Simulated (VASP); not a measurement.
# BeS (F-43m) in VASP: G0W0 quasiparticle levels with HSE06

Aim: the G0W0 quasiparticle levels of BeS with HSE06.

Everything below comes from runs of VASP 6.6.1. Logs are shortened: lines on timing, memory, paths and dates and some standing lists are left out, and cuts for length are marked.

### Step 1. The cell of the first run

The structure is cubic, space group F-43m (No. 216). The conventional cell has a = 4.869 Å, b = 4.869 Å, c = 4.869 Å, α = 90.00°, β = 90.00°, γ = 90.00°. Be (site symmetry -43m) has 4 S at 2.11 Å within 2.8 Å. Within 2.8 Å of S (site symmetry -43m) lie 4 Be at 2.11 Å.

### Step 2. G0W0 quasiparticle levels, HSE06

POSCAR reads:

```
BeS
1.0
    0.0000000000      2.4343066366      2.4343066366
    2.4343066366      0.0000000000      2.4343066366
    2.4343066366      2.4343066366      0.0000000000
Be S
1 1
Direct
    0.0000000000      0.0000000000      0.0000000000
    0.2500000000      0.2500000000      0.2500000000
```

INCAR.step1 reads:

```
SYSTEM = BeS
PREC = Accurate ; ENCUT = 500
EDIFF = 1E-5 ; ISMEAR = 0
SIGMA = 0.02 ; LREAL = .False.
LASPH = .True. ; NELM = 100
ALGO = Normal ; ISIF = 2
LWAVE = .True. ; LCHARG = .False.
GGA = PE
```

INCAR.step2 reads:

```
SYSTEM = BeS
PREC = Accurate ; ENCUT = 500
EDIFF = 1E-8 ; ISMEAR = 0
SIGMA = 0.01 ; LREAL = .False.
LASPH = .True. ; NELM = 100
ALGO = Normal ; LWAVE = .True.
LCHARG = .False. ; GGA = PE
LHFCALC = .True. ; HFSCREEN = 0.2
PRECFOCK = Fast ; ISTART = 1
```

INCAR.step3 reads:

```
SYSTEM = BeS
PREC = Accurate ; ENCUT = 500
EDIFF = 1E-8 ; ISMEAR = 0
SIGMA = 0.01 ; LREAL = .False.
LASPH = .True. ; NELM = 1
ALGO = Exact ; LWAVE = .True.
LCHARG = .False. ; GGA = PE
LHFCALC = .True. ; HFSCREEN = 0.2
PRECFOCK = Fast ; ISTART = 1
NBANDS = 94 ; LOPTICS = .True.
```

INCAR.step4 reads:

```
SYSTEM = BeS
PREC = Accurate ; ENCUT = 500
EDIFF = 1E-8 ; ISMEAR = 0
SIGMA = 0.01 ; LREAL = .False.
LASPH = .True. ; ALGO = EVGW0
LWAVE = .False. ; LCHARG = .False.
GGA = PE ; LHFCALC = .True.
HFSCREEN = 0.2 ; PRECFOCK = Fast
ISTART = 1 ; NELMGW = 1
NBANDS = 94 ; ENCUTGW = 110.0
NOMEGA = 96 ; NBANDSGW = 12
OMEGAMAX = 20
```

KPOINTS reads:

```
regular mesh
0
Gamma
  4 4 4
  0 0 0
```

Potentials or basis: VASP PAW PBE potentials, release 64 (Be_GW, S_GW).

The run is started by

```sh
$ cat potpaw_PBE.64/Be_GW/POTCAR potpaw_PBE.64/S_GW/POTCAR > POTCAR
$ cp INCAR.step1 INCAR
$ mpirun -np 1 vasp_std > vasp.out
$ cp INCAR.step2 INCAR
$ mpirun -np 1 vasp_std > vasp.out
$ cp INCAR.step3 INCAR
$ mpirun -np 1 vasp_std > vasp.out
$ cp INCAR.step4 INCAR
$ mpirun -np 1 vasp_std > vasp.out
```

OUTCAR:

```text
SYSTEM = BeS
   PREC = Accurate
   ENCUT = 500
   EDIFF = 1E-8
   ISMEAR = 0
   LREAL = .False.
   LASPH = .True.
   GGA = PE
   LHFCALC = .True.
   HFSCREEN = 0.2
   PRECFOCK = Fast
   ISTART = 1
   NELMGW = 1
   ENCUTGW = 110.0

 ion  position               nearest neighbor table
   1  0.000  0.000  0.000-   2 2.11   2 2.11   2 2.11   2 2.11
   2  0.250  0.250  0.250-   1 2.11   1 2.11   1 2.11   1 2.11

  LATTYP: Found a face centered cubic cell.
 ALAT       =     4.8686132732

  Lattice vectors:

 A1 = (   0.0000000000,   2.4343066366,   2.4343066366)
 A2 = (   2.4343066366,   0.0000000000,   2.4343066366)
 A3 = (   2.4343066366,   2.4343066366,   0.0000000000)

Analysis of symmetry for initial positions (statically):
=====================================================================
 Subroutine PRICEL returns:
 Original cell was already a primitive cell.

 Routine SETGRP: Setting up the symmetry group for a
 face centered cubic supercell.

 Subroutine GETGRP returns: Found 24 space group operations
 (whereof 24 operations were pure point group operations)
 out of a pool of 48 trial point group operations.

The static configuration has the point symmetry T_d .

Analysis of symmetry for dynamics (positions and initial velocities):
=====================================================================
 Subroutine PRICEL returns:
 Original cell was already a primitive cell.

 Routine SETGRP: Setting up the symmetry group for a
 face centered cubic supercell.

 Subroutine GETGRP returns: Found 24 space group operations
 (whereof 24 operations were pure point group operations)
 out of a pool of 48 trial point group operations.

The dynamic configuration has the point symmetry T_d .

 Subroutine INISYM returns: Found 24 space group operations
 (whereof 24 operations are pure point group operations),
 and found     1 'primitive' translations

----------------------------------------------------------------------------------------

                                     Primitive cell

  volume of cell :      28.8507

  direct lattice vectors                    reciprocal lattice vectors
     0.000000000  2.434306637  2.434306637    -0.205397296  0.205397296  0.205397296
     2.434306637  0.000000000  2.434306637     0.205397296 -0.205397296  0.205397296
     2.434306637  2.434306637  0.000000000     0.205397296  0.205397296 -0.205397296

  length of vectors
     3.442629460  3.442629460  3.442629460     0.355758552  0.355758552  0.355758552

  position of ions in fractional coordinates (direct lattice)
     0.000000000  0.000000000  0.000000000
     0.250000000  0.250000000  0.250000000

  ion indices of the primitive-cell ions
   primitive index   ion index
                 1           1
                 2           2

----------------------------------------------------------------------------------------

 KPOINTS: regular mesh

Automatic generation of k-mesh.
 Grid dimensions read from file:
 generate k-points for:    4    4    4

 Generating k-lattice:

  Cartesian coordinates                     Fractional coordinates (reciprocal lattice)
    -0.051349324  0.051349324  0.051349324     0.250000000  0.000000000  0.000000000
     0.051349324 -0.051349324  0.051349324     0.000000000  0.250000000  0.000000000
     0.051349324  0.051349324 -0.051349324     0.000000000  0.000000000  0.250000000

  Length of vectors
     0.088939638  0.088939638  0.088939638

  Shift w.r.t. Gamma in fractional coordinates (k-lattice)
     0.000000000  0.000000000  0.000000000

 Subroutine IBZKPT returns following result:
 ===========================================

 Found      8 irreducible k-points:

 Following reciprocal coordinates:
            Coordinates               Weight
  0.000000  0.000000  0.000000      1.000000
  0.250000  0.000000  0.000000      8.000000
  0.500000  0.000000  0.000000      4.000000
  0.250000  0.250000  0.000000      6.000000
  0.500000  0.250000  0.000000     24.000000
 -0.250000  0.250000  0.000000     12.000000
  0.500000  0.500000  0.000000      3.000000
 -0.250000  0.500000  0.250000      6.000000
   k-points           NKPTS =      8   k-points in BZ     NKDIM =     64   number of bands    NBANDS=     94
   number of dos      NEDOS =    301   number of ions     NIONS =      2
   total plane-waves  NPLWV =  21952
   dimension x,y,z NGX =    28 NGY =   28 NGZ =   28
   dimension x,y,z NGXF=    56 NGYF=   56 NGZF=   56
   ions per type =               1   1
   NGX,Y,Z   is equivalent  to a cutoff of  13.52, 13.52, 13.52 a.u.
   NGXF,Y,Z  is equivalent  to a cutoff of  27.04, 27.04, 27.04 a.u.
 SYSTEM =  BeS
   PREC   = accura    normal or accurate (medium, high low for compatibility)
   ISTART =      1    job   : 0-new  1-cont  2-samecut
   ICHARG =      0    charge: 1-file 2-atom 10-const
   ISPIN  =      1    spin polarized calculation?
   LNONCOLLINEAR =      F non collinear calculations
   LSORBIT =      F    spin-orbit coupling
   LASPH  =      T    aspherical Exc in radial PAW
   ENCUT  =  500.0 eV  36.75 Ry    6.06 a.u.   6.28  6.28  6.28*2*pi/ulx,y,z
   NELM   =     60;   NELMIN=  2; NELMDL=  0     # of ELM steps
   EDIFF  = 0.1E-07   stopping-criterion for ELM
   LREAL  =      F    real-space projection
   EDIFFG = 0.1E-06   stopping-criterion for IOM
   NSW    =      0    number of steps for IOM
   IBRION =     -1    ionic relax: 0-MD 1-quasi-New 2-CG
   NFREE  =      0    steps in history (QN), initial steepest desc. (CG)
   ISIF   =      0    stress and relaxation
   ISYM   =      3    0-nonsym 1-usesym 2-fastsym
   POTIM  = 0.5000    time-step for ionic-motion
   TEBEG  =    0.0;   TEEND  =   0.0 temperature during run
   PSTRESS=    0.0 pullay stress
   NELECT =       8.0000    total number of electrons
   NUPDOWN=      -1.0000    fix difference up-down
   EMIN   =  10.00;   EMAX   =-10.00  energy-range for DOS
   EFERMI =   0.00;   METHOD = LEGACY
   ISMEAR =     0;   SIGMA  =   0.01  broadening in eV -4-tet -1-fermi 0-gaus
   EFERMI_NEDOS =   21; number of points for ismear=-14 and -15
   IALGO  =     38    algorithm
   IMIX   =      1    mixing-type and parameters
     AMIX     =   0.40;   BMIX     =  1.00
     AMIX_MAG =   1.60;   BMIX_MAG =  1.00
  volume/ion in A,a.u.               =      14.43        97.35
  Fermi-wavevector in a.u.,A,eV,Ry     =   1.067545  2.017368 15.505913  1.139652
  Thomas-Fermi vector in A             =   2.203165
   LORBIT       =      0    0 simple, 1 ext, 2 COOP (PROOUT), +10 PAW based schemes
   GGA     = PE    functional components
   LHFCALC =     T    Hartree Fock is set to
   PRECFOCK=fast      Normal, Fast or Accurate (Low or Medium for compatibility)
   ENCUT4O =  -1.0   cutoff for four orbital integrals eV
   NKREDX  =     1    reduce k-point grid by
   NKREDY  =     1    reduce k-point grid by
   NKREDZ  =     1    reduce k-point grid by
   AEXX    =    1.0000 exact exchange contribution
   HFSCREEN=    0.0000 screening length (either q_TF or 0.3 A-1)
   HFSCREENC=   0.2000 screening length for correlation (either q_TF or 0.3 A-1)
   ENCUTFOCK=  -1.0 apply spherical cutoff to Coloumb kernel
   IVDW    =     0    specifies the selected vdW correction
   LEPSILON=     F    determine dielectric tensor
   LRPA    =     F    only Hartree local field effects (RPA)
   LRPAFORCE           =     F    calculate RPA forces
   ENCUTGW             = 110.0    cutoff for response function in eV
   ENCUTGWSOFT         =  88.0    soft cutoff for Coulomb kernel in GW response function in eV
   ENCUTLF             =  -1.0    cutoff for local field effects
   NELMGW              =     1    number of iterations in solving QP/BSE equation
   NELMHF              =     1    number of iterations in the inner HF iteration
   NKREDLFX            =     1    NKREDLFY  =   1   NKREDLFZ  =   1
 non-spin polarized calculation
 Gauss-broadening in eV      SIGMA  =   0.01
  energy-cutoff  :      500.00
  volume of cell :       28.85
 maximum number of plane-waves:       754
 NGX is ok and might be reduce to    28
  NGX = 14; NGY = 14; NGZ = 14
 maximum number of plane-waves:        84
 NGX is ok and might be reduce to    14

 QP shifts <psi_nk| G(iteration)W_0 |psi_nk>: iteration 1
 for sc-GW calculations column KS-energies equals QP-energies in previous step
 and V_xc(KS)=  KS-energies - (<T + V_ion + V_H > + <T+V_H+V_ion>^1  + <V_x>^1)

 k-point   1 :       0.0000    0.0000    0.0000
  band No.  KS-energies  QP-energies   sigma(KS)   V_xc(KS)     V^pw_x(r,r')   Z            occupation Imag(sigma)

      1     -11.9798     -11.4237     -14.1604     -14.8515     -21.3059       0.8046       2.0000       1.4869
      2       3.0168       2.6028     -14.8728     -14.3632     -16.6554       0.8123       2.0000       0.0273
      3       3.0168       2.6028     -14.8728     -14.3632     -16.6554       0.8123       2.0000       0.0273
      4       3.0168       2.6028     -14.8728     -14.3632     -16.6554       0.8123       2.0000       0.0273
      5       9.9179      10.3543      -9.3415      -9.8746      -5.1459       0.8186       0.0000      -0.0466
      6       9.9179      10.3543      -9.3415      -9.8746      -5.1459       0.8186       0.0000      -0.0466
      7       9.9179      10.3543      -9.3415      -9.8746      -5.1459       0.8186       0.0000      -0.0466
      8      10.0111      10.2519      -9.4975      -9.7915      -5.1285       0.8188       0.0000      -0.0510
      9      17.1863      17.5590     -10.0118     -10.4832      -4.9172       0.7905       0.0000      -0.1106
     10      17.1863      17.5590     -10.0118     -10.4832      -4.9172       0.7905       0.0000      -0.1106
     11      19.2410      18.8847      -8.1716      -7.7120      -2.2816       0.7751       0.0000      -0.2748
     12      20.9838      20.6796      -8.1405      -7.7536      -2.1957       0.7865       0.0000      -0.3624

 k-point   2 :       0.2500    0.0000    0.0000
  band No.  KS-energies  QP-energies   sigma(KS)   V_xc(KS)     V^pw_x(r,r')   Z            occupation Imag(sigma)
[... 97 lines left out ...]
      1      -9.5848      -8.9803     -14.9459     -15.7468     -21.5750       0.7548       2.0000       0.9090
      2      -1.6394      -2.1320     -13.7484     -13.1157     -16.6745       0.7786       2.0000       0.0584
      3      -1.1191      -1.6029     -13.4459     -12.8323     -16.0485       0.7886       2.0000       0.0492
      4      -0.5228      -0.9876     -13.3112     -12.7230     -15.6810       0.7903       2.0000       0.0417
      5      10.5990      10.8403      -9.5544      -9.8481      -5.4428       0.8217       0.0000      -0.0501
      6      12.3575      12.6459      -9.0386      -9.3906      -4.5835       0.8194       0.0000      -0.0563
      7      12.8076      13.0761      -9.0728      -9.4078      -4.1424       0.8013       0.0000      -0.0683
      8      13.2360      13.6333     -10.4096     -10.9092      -5.5375       0.7951       0.0000      -0.0696
      9      18.9260      19.2398     -10.3249     -10.7342      -4.4806       0.7667       0.0000      -0.2080
     10      19.0479      19.1052     -10.2463     -10.3223      -4.1036       0.7537       0.0000      -0.2671
     11      21.6467      21.8527     -10.2352     -10.4990      -3.9739       0.7807       0.0000      -0.4061
     12      23.0737      22.8952      -9.6579      -9.4341      -3.4120       0.7976       0.0000      -0.6364
```

It took 5.1 min on 1 thread of AMD EPYC 7R13 (Zen 3), shared host; peak memory 0.4 GiB.

What came out:

- Quasiparticle gap: 4.74 eV
- Least direct quasiparticle gap: 7.63 eV
- Band gap of the starting levels on the mesh: 4.12 eV
- Least direct gap of the starting levels on the mesh: 6.90 eV

Caveat: the k points lie up to 0.56 Å⁻¹ apart; bands, screening cutoff and mesh are small and nothing is extrapolated, so the quasiparticle values aren't converged.
